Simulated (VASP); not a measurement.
# MoS2 (P-3m1) in VASP: further runs

Runs on MoS2. Level: PBEsol. Tasks: single point.

All numbers are computed with VASP 6.6.1; they aren't measurements. Logs are shortened: lines on timing, memory, paths and dates and some standing lists are left out, and cuts for length are marked.

## (1) The cell of the first run

Symmetry: P-3m1, No. 164, trigonal system. Conventional cell: a = 3.227 Å, b = 3.227 Å, c = 6.312 Å, α = 90.00°, β = 90.00°, γ = 120.00°. Mo (site symmetry -3m) has 6 S at 2.42 Å within 3.2 Å. S (site symmetry 3m) has 3 Mo at 2.42 Å within 3.2 Å.

## (2) Single point, PBEsol

INCAR

```
SYSTEM = MoS2
  PREC = Accurate
  ENCUT = 520
  EDIFF = 1E-6
  ISMEAR = -1
  SIGMA = 0.1
  LREAL = .False.
  LASPH = .True.
  NELM = 100
  ALGO = Normal
  ISIF = 2
  LWAVE = .False.
  LCHARG = .False.
  GGA = PS
  NBANDS = 20
```

KPOINTS

```
regular mesh
0
Gamma
  11 11 5
  0 0 0
```

POSCAR

```
MoS2
1.0
    3.2274650000      0.0000000000      0.0000000000
   -1.6137320000      2.7950660000      0.0000000000
    0.0000000000      0.0000000000      6.3124730000
Mo S
1 2
Direct
    0.0000000000      0.0000000000      0.5000000000
    0.3333333333      0.6666666667      0.2553190000
    0.6666666667      0.3333333333      0.7446810000
```

Potentials or basis: VASP PAW PBE potentials, release 64 (Mo_sv, S).

Command:

```sh
> cat potpaw_PBE.64/Mo_sv/POTCAR potpaw_PBE.64/S/POTCAR > POTCAR
> mpirun -np 1 vasp_std > vasp.out
```

OUTCAR:

```text
SYSTEM = MoS2
   PREC = Accurate
   ENCUT = 520
   EDIFF = 1E-6
   ISMEAR = -1
   LREAL = .False.
   LASPH = .True.
   NELM = 100
   ISIF = 2
   GGA = PS

 ion  position               nearest neighbor table
   1  0.000  0.000  0.500-   2 2.42   3 2.42   3 2.42   2 2.42   3 2.42   2 2.42
   2  0.333  0.667  0.255-   1 2.42   1 2.42   1 2.42
   3  0.667  0.333  0.745-   1 2.42   1 2.42   1 2.42

  LATTYP: Found a hexagonal cell.
 ALAT       =     3.2274650000
 C/A-ratio  =     1.9558610241

  Lattice vectors:

 A1 = (   3.2274650000,   0.0000000000,   0.0000000000)
 A2 = (  -1.6137320000,   2.7950660000,   0.0000000000)
 A3 = (   0.0000000000,   0.0000000000,   6.3124730000)

Analysis of symmetry for initial positions (statically):
=====================================================================
 Subroutine PRICEL returns:
 Original cell was already a primitive cell.

 Routine SETGRP: Setting up the symmetry group for a
 hexagonal supercell.

 Subroutine GETGRP returns: Found 12 space group operations
 (whereof 12 operations were pure point group operations)
 out of a pool of 24 trial point group operations.

The static configuration has the point symmetry D_3d.

Analysis of symmetry for dynamics (positions and initial velocities):
=====================================================================
 Subroutine PRICEL returns:
 Original cell was already a primitive cell.

 Routine SETGRP: Setting up the symmetry group for a
 hexagonal supercell.

 Subroutine GETGRP returns: Found 12 space group operations
 (whereof 12 operations were pure point group operations)
 out of a pool of 24 trial point group operations.

The dynamic configuration has the point symmetry D_3d.

 Subroutine INISYM returns: Found 12 space group operations
 (whereof 12 operations are pure point group operations),
 and found     1 'primitive' translations

----------------------------------------------------------------------------------------

                                     Primitive cell

  volume of cell :      56.9447

  direct lattice vectors                    reciprocal lattice vectors
     3.227465000  0.000000000  0.000000000     0.309840695  0.178886597  0.000000000
    -1.613732000  2.795066000  0.000000000     0.000000000  0.357773305  0.000000000
     0.000000000  0.000000000  6.312473000     0.000000000  0.000000000  0.158416519

  length of vectors
     3.227465000  3.227464161  6.312473000     0.357773212  0.357773305  0.158416519

  position of ions in fractional coordinates (direct lattice)
     0.000000000  0.000000000  0.500000000
     0.333333333  0.666666667  0.255319000
     0.666666667  0.333333333  0.744681000

  ion indices of the primitive-cell ions
   primitive index   ion index
                 1           1
                 2           2
                 3           3

----------------------------------------------------------------------------------------

 KPOINTS: regular mesh

Automatic generation of k-mesh.
 Grid dimensions read from file:
 generate k-points for:   11   11    5

 Generating k-lattice:

  Cartesian coordinates                     Fractional coordinates (reciprocal lattice)
     0.028167336  0.016262418  0.000000000     0.090909091 -0.000000000  0.000000000
     0.000000000  0.032524846  0.000000000     0.000000000  0.090909091  0.000000000
     0.000000000  0.000000000  0.031683304     0.000000000  0.000000000  0.200000000

  Length of vectors
     0.032524837  0.032524846  0.031683304

  Shift w.r.t. Gamma in fractional coordinates (k-lattice)
     0.000000000  0.000000000  0.000000000

 Subroutine IBZKPT returns following result:
 ===========================================

 Found     68 irreducible k-points:

 Following reciprocal coordinates:
            Coordinates               Weight
  0.000000  0.000000  0.000000      1.000000
  0.090909 -0.000000  0.000000      6.000000
  0.181818 -0.000000  0.000000      6.000000
  0.272727 -0.000000  0.000000      6.000000
  0.363636  0.000000  0.000000      6.000000
  0.454545 -0.000000  0.000000      6.000000
[... 16 lines left out ...]
  0.000000  0.272727  0.200000      6.000000
  0.363636  0.000000  0.200000      6.000000
 [... further k-points ...]
   k-points           NKPTS =     68   k-points in BZ     NKDIM =     68   number of bands    NBANDS=     20
   number of dos      NEDOS =    301   number of ions     NIONS =      3
   total plane-waves  NPLWV =  27648
   dimension x,y,z NGX =    24 NGY =   24 NGZ =   48
   dimension x,y,z NGXF=    48 NGYF=   48 NGZF=   96
   ions per type =               1   2
   NGX,Y,Z   is equivalent  to a cutoff of  12.36, 12.36, 12.64 a.u.
   NGXF,Y,Z  is equivalent  to a cutoff of  24.72, 24.72, 25.28 a.u.
 SYSTEM =  MoS2
   PREC   = accura    normal or accurate (medium, high low for compatibility)
   ISTART =      0    job   : 0-new  1-cont  2-samecut
   ICHARG =      2    charge: 1-file 2-atom 10-const
   ISPIN  =      1    spin polarized calculation?
   LNONCOLLINEAR =      F non collinear calculations
   LSORBIT =      F    spin-orbit coupling
   LASPH  =      T    aspherical Exc in radial PAW
   ENCUT  =  520.0 eV  38.22 Ry    6.18 a.u.   6.00  6.00 11.74*2*pi/ulx,y,z
   NELM   =    100;   NELMIN=  2; NELMDL= -5     # of ELM steps
   EDIFF  = 0.1E-05   stopping-criterion for ELM
   LREAL  =      F    real-space projection
[... 7 lines left out ...]
   TEBEG  =    0.0;   TEEND  =   0.0 temperature during run
   PSTRESS=    0.0 pullay stress
   NELECT =      26.0000    total number of electrons
   NUPDOWN=      -1.0000    fix difference up-down
   EMIN   =  10.00;   EMAX   =-10.00  energy-range for DOS
   EFERMI =   0.00;   METHOD = LEGACY
   ISMEAR =    -1;   SIGMA  =   0.10  broadening in eV -4-tet -1-fermi 0-gaus
   EFERMI_NEDOS =   21; number of points for ismear=-14 and -15
   IALGO  =     38    algorithm
   IMIX   =      4    mixing-type and parameters
     AMIX     =   0.40;   BMIX     =  1.00
     AMIX_MAG =   1.60;   BMIX_MAG =  1.00
  volume/ion in A,a.u.               =      18.98       128.09
  Fermi-wavevector in a.u.,A,eV,Ry     =   1.260612  2.382212 21.621611  1.589144
  Thomas-Fermi vector in A             =   2.394113
   LORBIT       =      0    0 simple, 1 ext, 2 COOP (PROOUT), +10 PAW based schemes
   GGA     = PS    functional components
   LHFCALC =     F    Hartree Fock is set to
   AEXX    =    0.0000 exact exchange contribution
   IVDW    =     0    specifies the selected vdW correction
   LEPSILON=     F    determine dielectric tensor
   LRPA    =     F    only Hartree local field effects (RPA)
 non-spin polarized calculation
  energy-cutoff  :      520.00
  volume of cell :       56.94
 maximum number of plane-waves:      1557
   NGX = 13   NGY = 13   NGZ = 23

 number of electron      26.0000001 magnetization

 Free energy of the ion-electron system (eV)
  ---------------------------------------------------
  ext. energy  EPLUGINS =         0.00000000
  ---------------------------------------------------
  free energy    TOTEN  =       -22.58696115 eV

  energy without entropy =      -22.54150881  energy(sigma->0) =      -22.56423498

 E-fermi :   6.8383     XC(G=0): -10.6249

 val. band max:        6.8195928847   @ k =   0.3636   0.2727   0.4000
 cond. band min:       6.8487922769   @ k =   0.2727   0.2727   0.4000
 fundamental gap:      0.0291993922
 Fermi energy:         6.8382763867

 k-point     1 :       0.0000    0.0000    0.0000
  band No.  band energies     occupation
      1     -54.8561      2.00000
      2     -28.9223      2.00000
      3     -28.8877      2.00000
      4     -28.8877      2.00000
      5      -7.9859      2.00000
      6      -6.5224      2.00000
[... 12 lines left out ...]
     19      12.9040      0.00000
     20      16.3853      0.00000

 k-point     2 :       0.0909   -0.0000    0.0000
  band No.  band energies     occupation
      1     -54.8536      2.00000
      2     -28.9173      2.00000
      3     -28.9142      2.00000
      4     -28.8938      2.00000
      5      -7.8604      2.00000
      6      -6.4959      2.00000
[... 12 lines left out ...]
     19      13.4656      0.00000
     20      15.9913      0.00000

 k-point     3 :       0.1818   -0.0000    0.0000
  band No.  band energies     occupation
      1     -54.8469      2.00000
      2     -28.9852      2.00000
      3     -28.9101      2.00000
      4     -28.9031      2.00000
      5      -7.5061      2.00000
      6      -6.4214      2.00000
[... 12 lines left out ...]
     19      14.4073      0.00000
     20      15.7385      0.00000

 k-point     4 :       0.2727   -0.0000    0.0000
  band No.  band energies     occupation
      1     -54.8380      2.00000
      2     -29.0768      2.00000
      3     -28.9314      2.00000
      4     -28.8847      2.00000
      5      -7.0008      2.00000
      6      -6.3039      2.00000
[... 12 lines left out ...]
     19      14.2017      0.00000
     20      14.8457      0.00000

 k-point     5 :       0.3636    0.0000    0.0000
  band No.  band energies     occupation
      1     -54.8299      2.00000
      2     -29.1598      2.00000
      3     -28.9508      2.00000
      4     -28.8678      2.00000
      5      -6.5531      2.00000
      6      -6.0830      2.00000
[... 12 lines left out ...]
     19      13.6585      0.00000
     20      14.6363      0.00000
[... 353 lines left out ...]
      6      -6.5085      2.00000
[... 12 lines left out ...]
     19      14.6721      0.00000
     20      16.0953      0.00000

 k-point    22 :       0.2727   -0.0000    0.2000
  band No.  band energies     occupation
      1     -54.8380      2.00000
      2     -29.0768      2.00000
      3     -28.9314      2.00000
      4     -28.8847      2.00000
      5      -6.9871      2.00000
      6      -6.3170      2.00000
[... 12 lines left out ...]
     19      13.7879      0.00000
     20      15.6607      0.00000

 k-point    23 :       0.0000    0.2727    0.2000
  band No.  band energies     occupation
      1     -54.8380      2.00000
      2     -29.0768      2.00000
      3     -28.9314      2.00000
      4     -28.8847      2.00000
      5      -6.9284      2.00000
      6      -6.3965      2.00000
[... 12 lines left out ...]
     19      14.5812      0.00000
     20      14.9480      0.00000

 k-point    24 :       0.3636    0.0000    0.2000
  band No.  band energies     occupation
      1     -54.8299      2.00000
      2     -29.1598      2.00000
      3     -28.9508      2.00000
      4     -28.8678      2.00000
      5      -6.6008      2.00000
      6      -6.0173      2.00000
[... 12 lines left out ...]
     19      13.2568      0.00000
     20      15.9114      0.00000

 [... further k-points ...]

------------------------ aborting loop because EDIFF is reached ----------------------------------------

  FORCE on cell =-STRESS in cart. coord.  units (eV):
  Direction    XX          YY          ZZ          XY          YZ          ZX
  --------------------------------------------------------------------------------------
  -------------------------------------------------------------------------------------
  Total       -1.5944185     -1.5944177     -0.3023085     -0.0000003      0.0000000      0.0000000
  in kB      -44.8600500    -44.8600282     -8.5056544     -0.0000080      0.0000000      0.0000000
  external PRESSURE =     -32.7419109 kB  Pullay stress =       0.0000000 kB

 VOLUME and BASIS-vectors are now :
 -----------------------------------------------------------------------------
  energy-cutoff  :      520.00
  volume of cell :       56.94
      direct lattice vectors                 reciprocal lattice vectors
     3.227465000  0.000000000  0.000000000     0.309840695  0.178886597  0.000000000
    -1.613732000  2.795066000  0.000000000     0.000000000  0.357773305  0.000000000
     0.000000000  0.000000000  6.312473000     0.000000000  0.000000000  0.158416519

 POSITION                                       TOTAL-FORCE (eV/Angst)
 -----------------------------------------------------------------------------------
      0.00000      0.00000      3.15624        -0.000000      0.000000     -0.000000
      0.00000      1.86338      1.61169        -0.000000      0.000000     -0.020789
      1.61373      0.93169      4.70078         0.000000     -0.000000      0.020789
 -----------------------------------------------------------------------------------
    total drift:                                0.000000      0.000000      0.000000

  FREE ENERGIE OF THE ION-ELECTRON SYSTEM (eV)
  ---------------------------------------------------
  free  energy   TOTEN  =       -22.5869611489 eV

  energy  without entropy=      -22.5415088053  energy(sigma->0) =      -22.56423498
```

Run time: 30 s. Hardware: 1 thread of Intel Xeon Platinum 8488C (Sapphire Rapids), shared host; peak memory 0.21 GiB.

Results:

```yaml
Free_energy: -22.5870 eV
Pressure: -3.3 GPa
Largest_force: 0.021 eV/Å
Band_gap_on_the_k_mesh: zero (band 13 reaches 7.16 eV, above the bottom of band 14 at 6.47 eV)
```

Forces on the atoms (eV/Å):
```
Mo   0.000  0.000  0.000
S    0.000  0.000 -0.021
S    0.000  0.000  0.021
```

Levels at points of the mesh, in eV from the Fermi level:
```
           k point  band 10  band 11  band 12  band 13  band 14  band 15  band 16  band 17
(0.00, 0.00, 0.00)    -1.83    -1.09    -0.96    -0.96    -0.30    -0.30     3.21     3.21
```

Caveat: the PAW data sets were made with another functional, which shifts forces and pressure a little; this functional lacks dispersion, which binds the layers, so the pressure and a relaxed spacing across them are unreliable.

## (3) Single point, PBEsol

INCAR

```
ALGO = Normal ; EDIFF = 1E-6
ENCUT = 520 ; GGA = PS
ISIF = 2 ; ISMEAR = -1
LASPH = True ; LCHARG = False
LREAL = False ; LWAVE = False
NBANDS = 20 ; NELM = 80
PREC = Accurate ; SIGMA = 0.1
```

KPOINTS

```
k-points
0
Gamma
  11 11 5
```

POSCAR is that of step 2.

Potentials or basis: VASP PAW PBE potentials, release 64 (Mo_sv, S).

Command:

```sh
> cat potpaw_PBE.64/Mo_sv/POTCAR potpaw_PBE.64/S/POTCAR > POTCAR
> mpirun -np 1 vasp_std > vasp.out
```

Run time: 33 s. Hardware: 1 thread of Intel Xeon Platinum 8488C (Sapphire Rapids), shared host; peak memory 0.21 GiB.

It converged, with:

```
Free energy            : -22.5870 eV
Pressure               : -3.3 GPa
Largest force          : 0.021 eV/Å
Band gap on the k mesh : zero (band 13 reaches 7.16 eV, above the bottom of band 14 at 6.47 eV)
```

Forces in eV/Å, atoms in the order of the input:
```
Mo   0.000  0.000  0.000
S    0.000  0.000 -0.021
S    0.000  0.000  0.021
```

Stress tensor (GPa, compression positive):
```
-4.49  0.00  0.00
 0.00 -4.49  0.00
 0.00  0.00 -0.85
```

Levels at points of the mesh, in eV from the Fermi level:
```csv
k point,band 9,band 10,band 11,band 12,band 13,band 14,band 15,band 16,band 17,band 18
"(0.00, 0.00, 0.00)",-4.04,-1.83,-1.09,-0.96,-0.96,-0.30,-0.30,3.21,3.21,5.98
```

Caveat: the PAW data sets were made with another functional, which shifts forces and pressure a little; this functional lacks dispersion, which binds the layers, so the pressure and a relaxed spacing across them are unreliable.
